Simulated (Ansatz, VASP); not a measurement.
Two plane-wave programs on SrO

Contents of POSCAR:

```
SrO
1.0
    0.0000000000      2.5357135872      2.5357135872
    2.5357135872      0.0000000000      2.5357135872
    2.5357135872      2.5357135872      0.0000000000
Sr O
1 1
Direct
    0.0000000000      0.0000000000      0.0000000000
    0.5000000000      0.5000000000      0.5000000000
```

INCAR.step1

```
PREC     = Accurate       # precision mode
ENCUT    = 520            # plane-wave cutoff, eV
EDIFF    = 1E-5           # SCF threshold, eV
ISMEAR   = 0              # smearing method
SIGMA    = 0.01           # smearing width, eV
LREAL    = F              # projectors in reciprocal space
LASPH    = T              # aspherical terms in the spheres
NELM     = 120            # most SCF steps
ALGO     = Normal         # electronic algorithm
ISIF     = 2              # what is computed and relaxed
LWAVE    = T              # write WAVECAR
LCHARG   = F              # write CHGCAR
GGA      = PE             # functional
NBANDS   = 15             # bands
GGA_COMPAT= F
```

File INCAR.step2:

```
PREC     = Accurate       # precision mode
ENCUT    = 520            # plane-wave cutoff, eV
EDIFF    = 1E-6           # SCF threshold, eV
ISMEAR   = 0              # smearing method
SIGMA    = 0.01           # smearing width, eV
LREAL    = F              # projectors in reciprocal space
LASPH    = T              # aspherical terms in the spheres
NELM     = 120            # most SCF steps
ALGO     = Normal         # electronic algorithm
ISIF     = 2              # what is computed and relaxed
LWAVE    = F              # write WAVECAR
LCHARG   = F              # write CHGCAR
GGA      = PE             # functional
LHFCALC  = T              # exact exchange
HFSCREEN = 0.2079         # screening, 1/A
PRECFOCK = Normal       
ISTART   = 1            
NBANDS   = 15             # bands
GGA_COMPAT= F
```

Contents of KPOINTS:

```
regular mesh
0
Gamma
  6 6 6
```

Input for Ansatz:

```yaml
crystal:
  lattice:
    - [0.0, 2.5357135872, 2.5357135872]
    - [2.5357135872, 0.0, 2.5357135872]
    - [2.5357135872, 2.5357135872, 0.0]
  atoms:
    - { symbol: Sr, position: [0.0, 0.0, 0.0] }
    - { symbol: O, position: [0.5, 0.5, 0.5] }
basis:
  ecutwfc: 420
kpoints:
  mp_grid: { grid: [6, 6, 6] }
  band_path:
    path:
      - [0.0, 0.0, 0.0]
      - [0.0, 0.0, 0.0]
      - [0.5, 0.5, 0.0]
      - [0.5, 0.5, 0.5]
      - [0.5, 0.5, 0.5]
    npoints: 1
hamiltonian:
  xc: hse06
  pseudopotentials: { kind: paw, azcp: { folder: soft_1 } }
scf:
  occupations: { method: fixed }
  n_extra_bands: 5
output:
  eigenvalues: true
```

Alike in both runs: task single point; functional HSE06; k mesh 6 × 6 × 6; no spin polarisation.

|  | VASP | Ansatz |
| --- | --- | --- |
| version | VASP 6.6.1 | Ansatz 0.2.0 |
| potentials or method | VASP PAW PBE potentials, release 64 (Sr_sv, O), cutoff 520 eV | scalar-relativistic, plane waves, PAW |
| occupations | gaussian, width 0.01 eV | fixed |
| valence electrons in the cell | 16 | 16 |

|  | VASP | Ansatz | Ansatz less VASP |
| --- | --- | --- | --- |
| gap on the k mesh at the Fermi level (eV) | 4.73 | 4.78 | +0.057 |
| least direct gap on the mesh (eV) | 4.79 | 4.83 | +0.042 |
